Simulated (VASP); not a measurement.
Input of a VASP 6.6.1 run:

File INCAR:

```
ALGO = Normal
EDIFF = 1E-6
ENCUT = 520
GGA = PE
ISIF = 2
ISMEAR = -1
IVDW = 12
LASPH = True
LCHARG = False
LREAL = Auto
LWAVE = False
NBANDS = 57
NELM = 60
PREC = Accurate
SIGMA = 0.05
```

Contents of KPOINTS:

```
k-points
0
Gamma
  2 2 1
```

File POSCAR:

```
H4WC16
1.0
    5.0487420000      0.0000000000      0.0000000000
    2.5243710000      4.3723390000      0.0000000000
    0.0000000000      0.0000000000     16.6764260000
H C W
4 16 1
Direct
    0.1666667000      0.1666667000      0.0599649000
    0.6666667000      0.1666667000      0.0599649000
    0.1666667000      0.6666667000      0.0599649000
    0.6666667000      0.6666667000      0.0599649000
    0.1666667000      0.1666667000      0.1259263000
    0.6666667000      0.1666667000      0.1259263000
    0.1666667000      0.6666667000      0.1259263000
    0.6666667000      0.6666667000      0.1259263000
   -0.1666667000      0.3333333000      0.1568253000
    0.3333333000      0.3333333000      0.1568253000
   -0.1666667000      0.8333333000      0.1568253000
    0.3333333000      0.8333333000      0.1568253000
   -0.1635642061      0.3365784921      0.2493817139
    0.3269977814      0.3365637543      0.2493919861
   -0.1635166525      0.8270182941      0.2494028698
    0.3332388389      0.8334504177      0.2577257465
   -0.0033107658      0.0016117539      0.2801984007
    0.5016767497      0.0015266528      0.2801921895
    0.0000037493      0.5000110095      0.2748046374
    0.5015294714      0.4969928800      0.2801457769
    0.6663150181      0.1670728557      0.3680876349
```

Potentials or basis: VASP PAW PBE potentials, release 64 (H, C, W_sv).

Run with:

```bash
$ cat potpaw_PBE.64/H/POTCAR potpaw_PBE.64/C/POTCAR potpaw_PBE.64/W_sv/POTCAR > POTCAR
$ mpirun -np 1 vasp_std > vasp.out
```

(1) Predict the largest force.

(2) What does it give for the dispersion energy per atom?

Answers

(1) 1.680 eV/Å.

(2) -0.131 eV.

Caveat: the k points lie up to 0.72 Å⁻¹ apart; there is no dipole correction, which matters where the two faces differ.
